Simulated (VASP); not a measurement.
## Sm2Si: single point with PBE

Sm2Si:

```
Sm Si
1.0
     4.29468    0.00000    0.00000
    -2.14734    3.71931    0.00000
     0.00000    0.00000    5.73427
Sm Si
2 1
Cartesian
  0.0000 2.4795 1.4773
  2.1473 1.2398 4.2570
  0.0000 0.0000 0.0000
```

The cell was generated, and may not be a known phase.

- Program: VASP 6.6.1
- Task: single point
- Functional: PBE
- Potentials or basis: VASP PAW PBE potentials, release 64 (Sm_3, Si), 4f in core
- Cutoff: 500 eV
- k mesh: 6 × 6 × 4
- Occupations: gaussian, width 0.1 eV
- Spin: no spin polarisation
- Dipole correction: no
- Further INCAR settings: ALGO = Normal; EDIFF = 1e-06; NBANDS = 20

```
Pressure               : 0.5 GPa
Largest force          : 0.021 eV/Å
Band gap on the k mesh : zero (bands 13 and 14 overlap by 0.99 eV)
```

Forces on the atoms (eV/Å):
```
Sm   0.000  0.000  0.021
Sm   0.000  0.000 -0.021
Si   0.000  0.000  0.000
```

Stress tensor (GPa, compression positive):
```
0.44 0.00 0.00
0.00 0.44 0.00
0.00 0.00 0.56
```

Levels at points of the mesh, in eV from the Fermi level:
| k point | band 11 | band 12 | band 13 | band 14 | band 15 | band 16 |
| --- | --- | --- | --- | --- | --- | --- |
| (0.00, 0.00, 0.00) | -0.97 | -0.97 | -0.57 | 1.23 | 1.23 | 1.65 |
| (0.50, 0.00, 0.00) | -1.12 | -0.91 | -0.80 | -0.29 | 1.09 | 2.75 |
| (0.00, 0.00, 0.50) | -1.25 | -1.25 | 0.70 | 0.70 | 0.77 | 1.02 |
| (0.50, 0.00, 0.50) | -1.17 | -0.78 | -0.09 | 0.25 | 0.56 | 1.68 |

Run time: 23 s on 1 thread of Intel(R) Xeon(R) Platinum 8559C (Emerald Rapids), with other jobs on the host, peak memory 0.21 GiB.

Caveat: spin-orbit coupling is left out, which moves the levels of the heavy elements; the 4f electrons are frozen in the core, so they carry no moment and show no levels. Spin polarisation is off, so any magnetic state and its effect on volume and gap are missing.
